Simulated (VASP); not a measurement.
Runs of VASP 6.6.1 on Be. The structure is that of space group P6_3/mmc (No. 194), or close to it. The cells are those of the table. 

```csv
task,level,potentials or basis,cell,cutoff (eV),gap on the mesh (eV),pressure (GPa)
electric field gradients,PBE,"VASP PAW PBE potentials, release 64 (Be)","a = 2.300, b = 2.300, c = 3.601 Å, angles 90.0, 90.0, 120.0°, 2 atoms",520,none,-4.6
electric field gradients,LDA,"VASP PAW LDA potentials, release 64 (Be)","a = 2.268, b = 2.268, c = 3.552 Å, angles 90.0, 90.0, 120.0°, 2 atoms",520,none,(b)
electric field gradients,PBE,"VASP PAW PBE potentials, release 64 (Be)","a = 2.284, b = 2.284, c = 3.577 Å, angles 90.0, 90.0, 120.0°, 2 atoms",520,none,-2.3
single point,PBE,"VASP PAW PBE potentials, release 64 (Be)","a = 2.315, b = 2.315, c = 3.625 Å, angles 90.0, 90.0, 120.0°, 2 atoms",520,none,-6.6
electric field gradients,PBE,"VASP PAW PBE potentials, release 64 (Be)","a = 2.255, b = 2.255, c = 3.745 Å, angles 90.0, 90.0, 120.0°, 2 atoms",520,none,-4.8
electric field gradients,PBE,"VASP PAW PBE potentials, release 64 (Be)","a = 2.268, b = 2.268, c = 3.552 Å, angles 90.0, 90.0, 120.0°, 2 atoms",520,none,(a)
single point,PBE,"VASP PAW PBE potentials, release 64 (Be)","a = 2.255, b = 2.255, c = 3.745 Å, angles 90.0, 90.0, 120.0°, 2 atoms",520,none,-4.8
single point,PBE,"VASP PAW PBE potentials, release 64 (Be)","a = 2.284, b = 2.284, c = 3.577 Å, angles 90.0, 90.0, 120.0°, 2 atoms",520,none,-2.3
single point,PBE,"VASP PAW PBE potentials, release 64 (Be)","a = 2.330, b = 2.330, c = 3.648 Å, angles 90.0, 90.0, 120.0°, 2 atoms",520,none,-8.5
single point,PBEsol,"VASP PAW PBE potentials, release 64 (Be)","a = 2.330, b = 2.330, c = 3.648 Å, angles 90.0, 90.0, 120.0°, 2 atoms",600,none,-9.3
```

Alike in all rows: no spin polarisation; k mesh 20 × 20 × 11; smearing fermi-dirac 0.05 eV.

Q: Fill in the values left out.

A: (a) 0.1; (b) -5.3.

Caveats: the cell stands under tension (at least some runs); the PAW data sets were made with another functional, which shifts forces and pressure a little (at least some runs).

A gap of «none» marks levels without a gap at the run's occupations.
